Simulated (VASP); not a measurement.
Set up this calculation in VASP 6.6.1, as the native input.

```
Task                   : single point
Functional             : PBE
Potentials or basis    : VASP PAW PBE potentials, release 64 (Cd, Se, S)
Cutoff                 : 520 eV
k mesh                 : 6 × 6 × 4
Occupations            : gaussian, width 0.02 eV
Spin                   : no spin polarisation
Dipole correction      : no
Further INCAR settings : ALGO = Normal; EDIFF = 1e-07; NBANDS = 46
```

The structure of Cd4SeS3 lies in POSCAR:

```
Cd4SeS3
1.0
    4.2838412484      0.0000000000      0.0000000000
    0.0000000000      4.2838412484      0.0000000000
    0.0000000000      0.0000000000     12.0799003224
Cd Se S
4 1 3
Direct
    0.5000000000      0.0000000000      0.6216120000
    0.0000000000      0.5000000000      0.8655710000
    0.5000000000      0.0000000000      0.1344290000
    0.0000000000      0.5000000000      0.3783880000
    0.0000000000      0.0000000000      0.0000000000
    0.5000000000      0.5000000000      0.2565630000
    0.0000000000      0.0000000000      0.5000000000
    0.5000000000      0.5000000000      0.7434370000
```

These files were run (other wordings do the same):

INCAR

```
SYSTEM = Cd4SeS3
ALGO = Normal ; EDIFF = 1E-7
ENCUT = 520 ; GGA = PE
ISIF = 2 ; ISMEAR = 0
LASPH = .TRUE. ; LCHARG = .FALSE.
LREAL = .FALSE. ; LWAVE = .FALSE.
NBANDS = 46 ; NELM = 60
PREC = Accurate ; SIGMA = 0.02
```

KPOINTS

```
k-points
0
G
  6 6 4
  0 0 0
```

Potentials or basis: VASP PAW PBE potentials, release 64 (Cd, Se, S).

Command:

```sh
$ cat potpaw_PBE.64/Cd/POTCAR potpaw_PBE.64/Se/POTCAR potpaw_PBE.64/S/POTCAR > POTCAR
$ mpirun -np 1 vasp_std > vasp.out
```

Results of the run:

- Pressure: -1.2 GPa
- Largest force: 0.008 eV/Å
- Band gap on the k mesh: 0.78 eV

Caveat: semilocal functionals underestimate gaps, and a narrow one can read as zero.

It took 2.2 min on 1 thread of Intel(R) Xeon(R) 6975P-C (Granite Rapids), with other jobs on the host, peak memory 0.44 GiB.
